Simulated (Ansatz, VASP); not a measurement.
# HfB5: VASP beside Ansatz

```xyz
6
Lattice="4.3252 0.0000 0.0000 -2.1626 3.7457 0.0000 0.0000 0.0000 2.9452" Properties=species:S:1:pos:R:3 pbc="T T T"
Hf    0.0000    0.0000    0.0000
B     0.0000    2.4972    0.0000
B     2.1626    1.2486    0.0000
B     2.1626    0.0000    1.4726
B     1.0813    1.8729    1.4726
B    -1.0813    1.8729    1.4726
```

Change from the starting cell: species swapped into the HoNi5 type (P6/mmm, No. 191).

Alike in both runs: task relaxation of cell and atoms; functional PBE; k mesh 12 × 12 × 12; occupations gaussian, width 0.1 eV; no spin polarisation.

|  | VASP | Ansatz |
| --- | --- | --- |
| version | VASP 6.6.1 | Ansatz 0.2.0 |
| potentials or method | VASP PAW PBE potentials, release 64 (Hf_pv, B), cutoff 600 eV | scalar-relativistic, plane waves, PAW |
| valence electrons in the cell | 25 | 41 |

Ansatz gave:

| Property | Result |
| --- | --- |
| gap on the k mesh at the Fermi level, each at its own relaxed structure (eV) | none |
| relaxed volume (Å³/atom) | 7.96 |
| relaxed cell length with the largest relative difference (Å) | 4.331 |

Q: Estimate VASP's values.

A: gap on the k mesh at the Fermi level, each at its own relaxed structure (eV): none; relaxed volume (Å³/atom): 7.95; relaxed cell length with the largest relative difference (Å): 4.327.

A gap of «none» marks a metal or a gap that the smearing closes. VASP's potentials hold 25 valence electrons a cell and Ansatz's 41, so a difference there can come from the potentials and not from the codes.

Spin-orbit coupling is off throughout.
